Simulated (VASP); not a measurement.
Write the native input for VASP 6.6.1 that does the following.

| Property | Result |
| --- | --- |
| Task | single point |
| Functional | PBEsol |
| Dispersion | D3(BJ) |
| Potentials or basis | VASP PAW PBE potentials, release 64 (Al) |
| Cutoff | 520 eV |
| k mesh | 18 × 18 × 6 |
| Occupations | gaussian, width 0.15 eV |
| Spin | no spin polarisation |
| Dipole correction | no |
| Further INCAR settings | ALGO = Normal; EDIFF = 1e-06; NBANDS = 14 |

The structure of Al lies in POSCAR:

```
Al
1.0
    2.7239811343      0.0000000000      0.0000000000
   -1.3619905671      2.3590368617      0.0000000000
    0.0000000000      0.0000000000      8.9399706124
Al
4
Direct
    0.0000000000      0.0000000000      0.0000000000
    0.3333333333      0.6666666667      0.2500000000
    0.0000000000      0.0000000000      0.5000000000
    0.6666666667      0.3333333333      0.7500000000
```

This cell differs from its parent crystal: volume 14.362 Å^3 an atom, c/a of the conventional cell 3.2820.

One way to write it, as run:

INCAR

```
  PREC = Accurate
  ENCUT = 520
  EDIFF = 1E-6
  ISMEAR = 0
  SIGMA = 0.15
  LREAL = False
  LASPH = True
  NELM = 80
  ALGO = Normal
  ISIF = 2
  LWAVE = False
  LCHARG = False
  GGA = PS
  IVDW = 12
  NBANDS = 14
```

KPOINTS

```
regular mesh
0
Gamma
  18 18 6
```

Potentials or basis: VASP PAW PBE potentials, release 64 (Al).

Run with:

```sh
$ cat potpaw_PBE.64/Al/POTCAR > POTCAR
$ mpirun -np 1 vasp_std > vasp.out
```

It gave:

The pressure is 9.1 GPa. The band gap on the k mesh is zero (band 6 reaches 13.58 eV, above the bottom of band 7 at 7.83 eV) and the dispersion energy per atom is -0.365 eV.

Caveat: the PAW data sets were made with another functional, which shifts forces and pressure a little; pairwise dispersion overbinds metals, which lowers pressure and volume.

Run time: 33 s on 1 thread of Intel(R) Xeon(R) 6975P-C (Granite Rapids) (shared host), peak memory 0.23 GiB.
